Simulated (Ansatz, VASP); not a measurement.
Ti6H: VASP beside Ansatz

The input INCAR:

```
SYSTEM = Ti6H
ALGO = Normal ; DIPOL = 0.5 0.5 0.319
EDIFF = 1E-6 ; ENCUT = 520
GGA = PE ; IDIPOL = 3
ISIF = 2 ; ISMEAR = 0
LASPH = .True. ; LCHARG = .False.
LDIPOL = .True. ; LREAL = .False.
LWAVE = .False. ; NBANDS = 86
NELM = 100 ; PREC = Accurate
SIGMA = 0.1
```

The input KPOINTS:

```
k-points
0
Gamma
  5 6 1
  0 0 0
```

POSCAR

```
Ti6H
1.0
    5.6639455763      0.0000000000      0.0000000000
    0.0000000000      4.5793473381      0.0000000000
    0.0000000000      0.0000000000     24.5506933039
Ti H
12 2
Direct
    0.2500000000      0.0000000000      0.1629281891
    0.7500000000      0.0000000000      0.1629281891
    0.0000000000      0.5000000000      0.2167736627
    0.5000000000      0.5000000000      0.2167736627
    0.2500000000      0.0000000000      0.2706191363
    0.7500000000      0.0000000000      0.2706191363
    0.2500000000      0.5000000000      0.3256599435
    0.7500000000      0.5000000000      0.3256599435
    0.0000000000      0.0000000000      0.3779650127
    0.5000000000      0.0000000000      0.3779650127
    0.2500000000      0.5000000000      0.4297513383
    0.7500000000      0.5000000000      0.4297513383
   -0.1042559453      0.0000000000      0.4480807596
    0.1042559453      0.0000000000      0.4480807596
```

Input for Ansatz:

```yaml
crystal:
  lattice:
    - [5.6639455763, 0.0, 0.0]
    - [0.0, 4.5793473381, 0.0]
    - [0.0, 0.0, 24.5506933039]
  atoms:
    - { symbol: Ti, position: [0.25, 0.0, 0.1629281891] }
    - { symbol: Ti, position: [0.75, 0.0, 0.1629281891] }
    - { symbol: Ti, position: [0.0, 0.5, 0.2167736627] }
    - { symbol: Ti, position: [0.5, 0.5, 0.2167736627] }
    - { symbol: Ti, position: [0.25, 0.0, 0.2706191363] }
    - { symbol: Ti, position: [0.75, 0.0, 0.2706191363] }
    - { symbol: Ti, position: [0.25, 0.5, 0.3256599435] }
    - { symbol: Ti, position: [0.75, 0.5, 0.3256599435] }
    - { symbol: Ti, position: [0.0, 0.0, 0.3779650127] }
    - { symbol: Ti, position: [0.5, 0.0, 0.3779650127] }
    - { symbol: Ti, position: [0.25, 0.5, 0.4297513383] }
    - { symbol: Ti, position: [0.75, 0.5, 0.4297513383] }
    - { symbol: H, position: [-0.1042559453, 0.0, 0.4480807596] }
    - { symbol: H, position: [0.1042559453, 0.0, 0.4480807596] }
basis:
  ecutwfc: 420
kpoints:
  mp_grid: { grid: [5, 6, 1] }
hamiltonian:
  xc: pbe
  pseudopotentials: { kind: paw, azcp: { folder: soft_1 } }
scf:
  occupations: { method: gaussian, width: 0.1 }
output:
  forces: true
  eigenvalues: true
  write_density: true
  write_potential: true
  elf: true
  volumetric_format: npy
efield:
  axis: 3
  dipole_correction: true
  ramp_width: 0.04
```

Alike in both runs: task single point; functional PBE; k mesh 5 × 6 × 1; occupations gaussian, width 0.1 eV; no spin polarisation.

|  | VASP | Ansatz |
| --- | --- | --- |
| version | VASP 6.6.1 | Ansatz 0.2.0 |
| potentials or method | VASP PAW PBE potentials, release 64 (Ti_sv, H), cutoff 520 eV | scalar-relativistic, plane waves, PAW |
| valence electrons in the cell | 146 | 146 |

```csv
,VASP,Ansatz,Ansatz less VASP
gap on the k mesh at the Fermi level (eV),none,none,-
rms of the force components (eV/Å),0.232,0.231,-0.0010
```

Atom by atom the forces differ by 0.005 eV/Å (rms over components). A gap of «none» marks a metal or a gap that the smearing closes. Ansatz's warnings: vacuum below fermi, xc potential rough in thin density.
